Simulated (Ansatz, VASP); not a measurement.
## Sc: VASP beside Ansatz

```xyz
2
Lattice="3.2095 0.0000 0.0000 -1.6048 2.7795 0.0000 0.0000 0.0000 5.1100" Properties=species:S:1:pos:R:3 pbc="T T T"
Sc    0.0000    1.8530    1.2775
Sc    1.6048    0.9265    3.8325
```

Change from the starting cell: strain -0.030 along x and y, -0.030 along z, atoms carried along.

Alike in both runs: task single point; functional LDA; k mesh 18 × 18 × 10; occupations gaussian, width 0.15 eV; no spin polarisation.

|  | VASP | Ansatz |
| --- | --- | --- |
| version | VASP 6.6.1 | Ansatz 0.2.0 |
| potentials or method | VASP PAW LDA potentials, release 64 (Sc_sv), cutoff 520 eV | scalar-relativistic, plane waves, PAW |
| valence electrons in the cell | 22 | 22 |

|  | VASP | Ansatz | Ansatz less VASP |
| --- | --- | --- | --- |
| gap on the k mesh at the Fermi level (eV) | none | none | - |
| pressure (GPa) | -0.5 | -0.6 | -0.10 |
| traceless stress, the component that is largest in VASP (GPa) | -1.50 | -1.51 | -0.004 |

LDA's correlation is that of Perdew and Zunger in VASP and of Perdew and Wang (1992) in Ansatz. A gap of «none» marks a metal or a gap that the smearing closes.
